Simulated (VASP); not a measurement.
Runs of VASP 6.6.1 on Al3Pd. The structure is that of space group Pm-3m (No. 221), or close to it. The cells are those of the table. 

```tsv
level	potentials or basis	cell	cutoff (eV)	gap on the mesh (eV)	pressure (GPa)
PBE	VASP PAW PBE potentials, release 64 (Pd, Al)	a = 3.920 Å, 4 atoms	500	none	3.8
LDA	VASP PAW LDA potentials, release 64 (Pd, Al)	a = 3.973 Å, 4 atoms	500	none	-6.5
r2SCAN	VASP PAW PBE potentials, release 64 (Pd, Al)	a = 3.920 Å, 4 atoms	550	none	0.3
r2SCAN	VASP PAW PBE potentials, release 64 (Pd, Al)	a = 3.894 Å, 4 atoms	550	none	3.0
LDA	VASP PAW LDA potentials, release 64 (Pd, Al)	a = 4.024 Å, 4 atoms	500	none	-9.8
LDA	VASP PAW LDA potentials, release 64 (Pd, Al)	a = 3.947 Å, 4 atoms	500	none	-4.6
r2SCAN	VASP PAW PBE potentials, release 64 (Pd, Al)	a = 3.947 Å, 4 atoms	550	none	-2.1
PBE	VASP PAW PBE potentials, release 64 (Pd, Al)	a = 3.866 Å, 4 atoms	500	none	9.5
r2SCAN	VASP PAW PBE potentials, release 64 (Pd, Al)	a = 3.866 Å, 4 atoms	550	none	6.0
LDA	VASP PAW LDA potentials, release 64 (Pd, Al)	a = 3.920 Å, 4 atoms	500	none	(b)
PBE	VASP PAW PBE potentials, release 64 (Pd, Al)	a = 3.973 Å, 4 atoms	500	none	-0.8
LDA	VASP PAW LDA potentials, release 64 (Pd, Al)	a = 3.866 Å, 4 atoms	500	none	(a)
```

Alike in all rows: task single point; no spin polarisation; k mesh 7 × 7 × 7; smearing fermi-dirac 0.05 eV.

Task: Fill in the values left out.

Result: (a) 2.7; (b) -2.4.

Caveats: the PAW data sets were made with another functional, which shifts forces and pressure a little (at least some runs); the cell stands under pressure (at least some runs); the cell stands under tension (at least some runs).

A k mesh can miss the band edges, and the runs leave out spin-orbit coupling on Pd.

A gap of «none» marks levels without a gap at the run's occupations.
